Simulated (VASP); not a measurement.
# Sc (Fd-3m) in VASP: further runs

The runs below take Sc through single point, relaxation of cell and atoms, with PBE.

Program: VASP 6.6.1. These are calculated values, not measurements. Logs are shortened: lines on timing, memory, paths and dates and some standing lists are left out, and cuts for length are marked.

## (1) The cell of the first run

Symmetry: Fd-3m, No. 227, cubic system. Conventional cell: a = 6.572 Å, b = 6.572 Å, c = 6.572 Å, α = 90.00°, β = 90.00°, γ = 90.00°. Sc (site symmetry -43m) has 4 Sc at 2.85 Å within 3.7 Å.

This isn't the form of Sc at room conditions, which is hcp.

## (2) Single point, PBE

Input file INCAR:

```
  PREC = Accurate
  ENCUT = 520
  EDIFF = 1E-7
  ISMEAR = -1
  SIGMA = 0.1
  LREAL = F
  LASPH = T
  NELM = 100
  ALGO = Normal
  ISIF = 2
  LWAVE = F
  LCHARG = T
  GGA = PE
  LELF = T
  LVHAR = T
  NBANDS = 18
```

Input file KPOINTS:

```
Automatic mesh
0
Gamma
  9 9 9
```

Input file POSCAR:

```
Sc
1.0
    0.0000000000      3.2861346735      3.2861346735
    3.2861346735      0.0000000000      3.2861346735
    3.2861346735      3.2861346735      0.0000000000
Sc
2
Direct
    0.1250000000      0.1250000000      0.1250000000
    0.8750000000      0.8750000000      0.8750000000
```

Potentials or basis: VASP PAW PBE potentials, release 64 (Sc_sv).

On the command line:

```sh
$ cat potpaw_PBE.64/Sc_sv/POTCAR > POTCAR
$ mpirun -np 1 vasp_std > vasp.out
```

OUTCAR:

```text
PREC = Accurate
   ENCUT = 520
   EDIFF = 1E-7
   ISMEAR = -1
   LREAL = F
   LASPH = T
   NELM = 100
   ISIF = 2
   GGA = PE

 ion  position               nearest neighbor table
   1  0.125  0.125  0.125-   2 2.85   2 2.85   2 2.85   2 2.85
   2  0.875  0.875  0.875-   1 2.85   1 2.85   1 2.85   1 2.85

  LATTYP: Found a face centered cubic cell.
 ALAT       =     6.5722693470

  Lattice vectors:

 A1 = (   0.0000000000,   3.2861346735,   3.2861346735)
 A2 = (   3.2861346735,   0.0000000000,   3.2861346735)
 A3 = (   3.2861346735,   3.2861346735,   0.0000000000)

Analysis of symmetry for initial positions (statically):
=====================================================================
 Subroutine PRICEL returns:
 Original cell was already a primitive cell.

 Routine SETGRP: Setting up the symmetry group for a
 face centered cubic supercell.

 Subroutine GETGRP returns: Found 48 space group operations
 (whereof 12 operations were pure point group operations)
 out of a pool of 48 trial point group operations.

The static configuration has the point symmetry D_3d.
 The point group associated with its full space group is O_h .

Analysis of symmetry for dynamics (positions and initial velocities):
=====================================================================
 Subroutine PRICEL returns:
 Original cell was already a primitive cell.

 Routine SETGRP: Setting up the symmetry group for a
 face centered cubic supercell.

 Subroutine GETGRP returns: Found 48 space group operations
 (whereof 12 operations were pure point group operations)
 out of a pool of 48 trial point group operations.

The dynamic configuration has the point symmetry D_3d.
 The point group associated with its full space group is O_h .

 Subroutine INISYM returns: Found 48 space group operations
 (whereof 12 operations are pure point group operations),
 and found     1 'primitive' translations

----------------------------------------------------------------------------------------

                                     Primitive cell

  volume of cell :      70.9718

  direct lattice vectors                    reciprocal lattice vectors
     0.000000000  3.286134673  3.286134673    -0.152154446  0.152154446  0.152154446
     3.286134673  0.000000000  3.286134673     0.152154446 -0.152154446  0.152154446
     3.286134673  3.286134673  0.000000000     0.152154446  0.152154446 -0.152154446

  length of vectors
     4.647296223  4.647296223  4.647296223     0.263539231  0.263539231  0.263539231

  position of ions in fractional coordinates (direct lattice)
     0.125000000  0.125000000  0.125000000
     0.875000000  0.875000000  0.875000000

  ion indices of the primitive-cell ions
   primitive index   ion index
                 1           1
                 2           2

----------------------------------------------------------------------------------------

 KPOINTS: Automatic mesh

Automatic generation of k-mesh.
 Grid dimensions read from file:
 generate k-points for:    9    9    9

 Generating k-lattice:

  Cartesian coordinates                     Fractional coordinates (reciprocal lattice)
    -0.016906050  0.016906050  0.016906050     0.111111111  0.000000000  0.000000000
     0.016906050 -0.016906050  0.016906050     0.000000000  0.111111111  0.000000000
     0.016906050  0.016906050 -0.016906050     0.000000000  0.000000000  0.111111111

  Length of vectors
     0.029282137  0.029282137  0.029282137

  Shift w.r.t. Gamma in fractional coordinates (k-lattice)
     0.000000000  0.000000000  0.000000000

 Subroutine IBZKPT returns following result:
 ===========================================

 Found     35 irreducible k-points:

 Following reciprocal coordinates:
            Coordinates               Weight
  0.000000  0.000000  0.000000      1.000000
  0.111111  0.000000  0.000000      8.000000
  0.222222  0.000000  0.000000      8.000000
  0.333333  0.000000  0.000000      8.000000
  0.444444  0.000000  0.000000      8.000000
  0.111111  0.111111  0.000000      6.000000
[... 16 lines left out ...]
 -0.333333  0.333333  0.000000     12.000000
  0.444444  0.444444  0.000000      6.000000
 [... further k-points ...]
   k-points           NKPTS =     35   k-points in BZ     NKDIM =     35   number of bands    NBANDS=     18
   number of dos      NEDOS =    301   number of ions     NIONS =      2
   total plane-waves  NPLWV =  46656
   dimension x,y,z NGX =    36 NGY =   36 NGZ =   36
   dimension x,y,z NGXF=    72 NGYF=   72 NGZF=   72
   ions per type =               2
   NGX,Y,Z   is equivalent  to a cutoff of  12.88, 12.88, 12.88 a.u.
   NGXF,Y,Z  is equivalent  to a cutoff of  25.76, 25.76, 25.76 a.u.
 SYSTEM =  unknown system
   PREC   = accura    normal or accurate (medium, high low for compatibility)
   ISTART =      0    job   : 0-new  1-cont  2-samecut
   ICHARG =      2    charge: 1-file 2-atom 10-const
   ISPIN  =      1    spin polarized calculation?
   LNONCOLLINEAR =      F non collinear calculations
   LSORBIT =      F    spin-orbit coupling
   LASPH  =      T    aspherical Exc in radial PAW
   ENCUT  =  520.0 eV  38.22 Ry    6.18 a.u.   8.64  8.64  8.64*2*pi/ulx,y,z
   NELM   =    100;   NELMIN=  2; NELMDL= -5     # of ELM steps
   EDIFF  = 0.1E-06   stopping-criterion for ELM
   LREAL  =      F    real-space projection
   EDIFFG = 0.1E-05   stopping-criterion for IOM
   NSW    =      0    number of steps for IOM
   IBRION =     -1    ionic relax: 0-MD 1-quasi-New 2-CG
   NFREE  =      0    steps in history (QN), initial steepest desc. (CG)
   ISIF   =      2    stress and relaxation
   ISYM   =      2    0-nonsym 1-usesym 2-fastsym
   POTIM  = 0.5000    time-step for ionic-motion
   TEBEG  =    0.0;   TEEND  =   0.0 temperature during run
   PSTRESS=    0.0 pullay stress
   NELECT =      22.0000    total number of electrons
   NUPDOWN=      -1.0000    fix difference up-down
   EMIN   =  10.00;   EMAX   =-10.00  energy-range for DOS
   EFERMI =   0.00;   METHOD = LEGACY
   ISMEAR =    -1;   SIGMA  =   0.10  broadening in eV -4-tet -1-fermi 0-gaus
   EFERMI_NEDOS =   21; number of points for ismear=-14 and -15
   IALGO  =     38    algorithm
   IMIX   =      4    mixing-type and parameters
     AMIX     =   0.40;   BMIX     =  1.00
     AMIX_MAG =   1.60;   BMIX_MAG =  1.00
  volume/ion in A,a.u.               =      35.49       239.47
  Fermi-wavevector in a.u.,A,eV,Ry     =   1.107951  2.093723 16.701891  1.227554
  Thomas-Fermi vector in A             =   2.244471
   LORBIT       =      0    0 simple, 1 ext, 2 COOP (PROOUT), +10 PAW based schemes
   GGA     = PE    functional components
   LHFCALC =     F    Hartree Fock is set to
   AEXX    =    0.0000 exact exchange contribution
   IVDW    =     0    specifies the selected vdW correction
   LEPSILON=     F    determine dielectric tensor
   LRPA    =     F    only Hartree local field effects (RPA)
 non-spin polarized calculation
  energy-cutoff  :      520.00
  volume of cell :       70.97
 maximum number of plane-waves:      1932
   NGX = 17   NGY = 17   NGZ = 17

 number of electron      21.9999995 magnetization

 Free energy of the ion-electron system (eV)
  ---------------------------------------------------
  ext. energy  EPLUGINS =         0.00000000
  ---------------------------------------------------
  free energy    TOTEN  =        -8.61211069 eV

  energy without entropy =       -8.41533843  energy(sigma->0) =       -8.51372456

 E-fermi :   1.6236     XC(G=0):  -8.3050

 val. band max:        1.5963738915   @ k =  -0.1111   0.1111   0.0000
 cond. band min:       1.6252971486   @ k =   0.4444   0.0000   0.0000
 fundamental gap:      0.0289232571
 Fermi energy:         1.6235631360

 k-point     1 :       0.0000    0.0000    0.0000
  band No.  band energies     occupation
      1     -48.3463      2.00000
      2     -48.1547      2.00000
      3     -27.1039      2.00000
      4     -27.1039      2.00000
      5     -27.1039      2.00000
      6     -26.7444      2.00000
[... 10 lines left out ...]
     17       3.1846      0.00000
     18       4.9606      0.00000

 k-point     2 :       0.1111    0.0000    0.0000
  band No.  band energies     occupation
      1     -48.3420      2.00000
      2     -48.1590      2.00000
      3     -27.1091      2.00000
      4     -27.1091      2.00000
      5     -27.1033      2.00000
      6     -26.7460      2.00000
[... 10 lines left out ...]
     17       3.1769      0.00000
     18       4.9494      0.00000

 k-point     3 :       0.2222    0.0000    0.0000
  band No.  band energies     occupation
      1     -48.3301      2.00000
      2     -48.1710      2.00000
      3     -27.1215      2.00000
      4     -27.1215      2.00000
      5     -27.1019      2.00000
      6     -26.7500      2.00000
[... 10 lines left out ...]
     17       3.2279      0.00000
     18       4.9030      0.00000

 k-point     4 :       0.3333    0.0000    0.0000
  band No.  band energies     occupation
      1     -48.3140      2.00000
      2     -48.1873      2.00000
      3     -27.1348      2.00000
      4     -27.1348      2.00000
      5     -27.1006      2.00000
      6     -26.7541      2.00000
[... 375 lines left out ...]
      4     -27.1738      2.00000
      5     -26.9772      2.00000
      6     -26.8786      2.00000
[... 10 lines left out ...]
     17       3.7178      0.00000
     18       4.7386      0.00000

 k-point    23 :      -0.3333    0.3333    0.0000
  band No.  band energies     occupation
      1     -48.2747      2.00000
      2     -48.2268      2.00000
      3     -27.1925      2.00000
      4     -27.1646      2.00000
      5     -26.9977      2.00000
      6     -26.8568      2.00000
[... 10 lines left out ...]
     17       3.6752      0.00000
     18       4.4211      0.00000

 k-point    24 :       0.4444    0.4444    0.0000
  band No.  band energies     occupation
      1     -48.2674      2.00000
      2     -48.2341      2.00000
      3     -27.1829      2.00000
      4     -27.1829      2.00000
      5     -26.9602      2.00000
      6     -26.8983      2.00000
[... 10 lines left out ...]
     17       4.2482      0.00000
     18       4.2482      0.00000

 [... further k-points ...]
[... 5 lines left out ...]
  --------------------------------------------------------------------------------------
  -------------------------------------------------------------------------------------
  Total        0.0117882      0.0117882      0.0117882     -0.0000000     -0.0000000      0.0000000
  in kB        0.2661167      0.2661167      0.2661167     -0.0000000     -0.0000000      0.0000000
  external PRESSURE =       0.2661167 kB  Pullay stress =       0.0000000 kB

 VOLUME and BASIS-vectors are now :
 -----------------------------------------------------------------------------
  energy-cutoff  :      520.00
  volume of cell :       70.97
      direct lattice vectors                 reciprocal lattice vectors
     0.000000000  3.286134673  3.286134673    -0.152154446  0.152154446  0.152154446
     3.286134673  0.000000000  3.286134673     0.152154446 -0.152154446  0.152154446
     3.286134673  3.286134673  0.000000000     0.152154446  0.152154446 -0.152154446

 POSITION                                       TOTAL-FORCE (eV/Angst)
 -----------------------------------------------------------------------------------
      0.82153      0.82153      0.82153         0.000000      0.000000      0.000000
      5.75074      5.75074      5.75074        -0.000000     -0.000000     -0.000000
 -----------------------------------------------------------------------------------
    total drift:                                0.000000      0.000000      0.000000

  FREE ENERGIE OF THE ION-ELECTRON SYSTEM (eV)
  ---------------------------------------------------
  free  energy   TOTEN  =        -8.6121106930 eV

  energy  without entropy=       -8.4153384343  energy(sigma->0) =       -8.51372456
```

Run time: 66 s. Hardware: 1 thread of Intel Xeon 8259CL, shared host; peak memory 0.21 GiB.

What came out:

| Property | Result |
| --- | --- |
| Free energy | -8.6121 eV |
| Pressure | 0.0 GPa |
| Band gap on the k mesh | zero (bands 11 and 12 overlap by 0.58 eV) |

Levels at points of the mesh, in eV from the Fermi level:
```tsv
k point	band 8	band 9	band 10	band 11	band 12	band 13	band 14	band 15
(0.00, 0.00, 0.00)	-28.37	-4.01	0.06	0.06	0.23	0.23	0.23	1.56
```

## (3) Relaxation of cell and atoms, PBE

This run uses another cell than the first one, of 33.75 Å³/atom.

Input file INCAR:

```
SYSTEM = Sc
PREC     = Accurate       ! precision mode
ENCUT    = 600            ! plane-wave cutoff, eV
EDIFF    = 1E-7           ! SCF threshold, eV
ISMEAR   = -1             ! smearing method
SIGMA    = 0.1            ! smearing width, eV
LREAL    = .False.        ! projectors in reciprocal space
LASPH    = .True.         ! aspherical terms in the spheres
NELM     = 80             ! most SCF steps
ALGO     = Normal         ! electronic algorithm
ISIF     = 3              ! what is computed and relaxed
LWAVE    = .False.        ! write WAVECAR
LCHARG   = .False.        ! write CHGCAR
GGA      = PE             ! functional
IBRION   = 2              ! ionic algorithm
NSW      = 80             ! ionic steps
EDIFFG   = -0.01          ! ionic threshold
```

Input file KPOINTS:

```
regular mesh
0
Gamma
  9 9 9
  0 0 0
```

Input file POSCAR:

```
Sc
1.0
    0.0000000000      3.2317434665      3.2317434665
    3.2317434665      0.0000000000      3.2317434665
    3.2317434665      3.2317434665      0.0000000000
Sc
2
Direct
    0.1250000000      0.1250000000      0.1250000000
    0.8750000000      0.8750000000      0.8750000000
```

Potentials or basis: VASP PAW PBE potentials, release 64 (Sc_sv).

On the command line:

```sh
$ cat potpaw_PBE.64/Sc_sv/POTCAR > POTCAR
$ mpirun -np 1 vasp_std > vasp.out
```

Wall time 4.6 min (1 thread of Intel Xeon 8259CL, shared host); peak memory 0.27 GiB.

The run converged. Its results:

- Free energy: -8.6120 eV
- Relaxed volume: 35.71 Å³/atom
- Relaxed cell: a = 4.657 Å, b = 4.657 Å, c = 4.657 Å, α = 60.00°, β = 60.00°, γ = 60.00°
- Space group after relaxing (to 0.1 Å): Fd-3m (No. 227)
- Energy gained by relaxing: 2.9 meV/atom
- Ionic steps: 4
- Pressure after relaxing: 0.0 GPa
- Band gap on the k mesh: zero (bands 11 and 12 overlap by 0.59 eV)

The path:
```csv
step,energy change (eV),largest force (eV/Å),pressure (GPa),volume (Å³)
1,0.0000,0.0000,0.49,67.51
2,-0.0027,0.0000,0.35,68.53
3,-0.0057,0.0000,0.06,70.92
4,-0.0058,0.0000,0.00,71.42
```

Final structure:
```
Sc
1.0
     0.00000    3.29307    3.29307
     3.29307    0.00000    3.29307
     3.29307    3.29307    0.00000
Sc
2
Direct
  0.12500 0.12500 0.12500
  0.87500 0.87500 0.87500
```

Levels at points of the mesh, in eV from the Fermi level:
```tsv
k point	band 7	band 8	band 9	band 10	band 11	band 12	band 13	band 14	band 15
(0.00, 0.00, 0.00)	-28.38	-28.38	-4.00	0.06	0.06	0.22	0.22	0.22	1.55
```

## (4) Single point, PBE, collinear spin

This run uses another cell than the first one, of 34.13 Å³/atom.

Input file INCAR:

```
SYSTEM = Sc
PREC = Accurate
ENCUT = 520
EDIFF = 1E-7
ISMEAR = -1
SIGMA = 0.05
LREAL = .False.
LASPH = .True.
NELM = 150
ALGO = Normal
ISIF = 2
LWAVE = .False.
LCHARG = .False.
ISPIN = 2
MAGMOM = 1 1
LORBIT = 11
LMAXMIX = 4
GGA = PE
NBANDS = 22
```

Input file KPOINTS:

```
Automatic mesh
0
Gamma
  9 9 9
  0 0 0
```

Input file POSCAR:

```
Sc
1.0
    0.0000000000      3.2436802261      3.2436802261
    3.2436802261      0.0000000000      3.2436802261
    3.2436802261      3.2436802261      0.0000000000
Sc
2
Direct
    0.1250000000      0.1250000000      0.1250000000
    0.8750000000      0.8750000000      0.8750000000
```

On the command line:

```sh
$ cat potpaw_PBE.64/Sc_sv/POTCAR > POTCAR
$ mpirun -np 1 vasp_std > vasp.out
```

Wall time 4 min (1 thread of Intel Xeon 8259CL, shared host); peak memory 0.27 GiB.

It converged, with:

```
Free energy                                           : -8.5423 eV
Pressure                                              : 0.0 GPa
Band gap on the k mesh                                : zero (filled and empty bands overlap)
Net moment                                            : 0.00 μB per cell
Valence electrons inside the program's atomic spheres : Sc 9.48
```

Levels at points of the mesh, in eV from the Fermi level:
Spin up:
```csv
k point,band 8,band 9,band 10,band 11,band 12,band 13,band 14,band 15
"(0.00, 0.00, 0.00)",-28.32,-4.07,0.01,0.01,0.22,0.22,0.22,1.60
```
Spin down:
```csv
k point,band 9,band 10,band 11,band 12,band 13,band 14
"(0.00, 0.00, 0.00)",-4.07,0.01,0.01,0.22,0.22,0.22
```

## (5) Summary

```tsv
task	spin	cell	cutoff (eV)	smearing	gap on the mesh (eV)	pressure (GPa)
single point	off	a = 4.647 Å, angles 60.0°, 2 atoms	520	fermi-dirac 0.1 eV	none	0.0
relaxation of cell and atoms	off	relaxed from a = 4.570 Å, angles 60.0°, 2 atoms	600	fermi-dirac 0.1 eV	none	0.0
single point	collinear	a = 4.587 Å, angles 60.0°, 2 atoms	520	fermi-dirac 0.05 eV	none	0.0
```

Alike in all rows: level PBE; potentials or basis VASP PAW PBE potentials, release 64 (Sc_sv); k mesh 9 × 9 × 9.

Total energies depend on the potentials used, so only differences within one code and one set of settings carry meaning.
